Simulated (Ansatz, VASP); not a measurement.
## Two plane-wave programs on C

```
C
1.0
     2.13601   -1.23323   -0.00831
     2.13601    1.23323   -0.00831
    -1.39838    0.00000    4.28848
C
2
Direct
  0.83333 0.83333 0.00000
  0.16667 0.16667 0.00000
```

Alike in both runs: task relaxation of cell and atoms; functional PBE; k mesh 12 × 12 × 6; occupations gaussian, width 0.02 eV; no spin polarisation.

|  | VASP | Ansatz |
| --- | --- | --- |
| version | VASP 6.6.1 | Ansatz 0.2.0 |
| potentials or method | VASP PAW PBE potentials, release 64 (C_h), cutoff 1300 eV | scalar-relativistic, plane waves, PAW |
| valence electrons in the cell | 8 | 8 |

|  | VASP | Ansatz | Ansatz less VASP |
| --- | --- | --- | --- |
| gap on the k mesh at the Fermi level, each at its own relaxed structure (eV) | 0.19 | 0.14 | -0.057 |
| relaxed volume (Å³/atom) | 10.65 | 11.16 | +0.508 |
| relaxed length of the cell vector where the two differ most in proportion (Å) | 4.286 | 4.467 | +0.1807 |
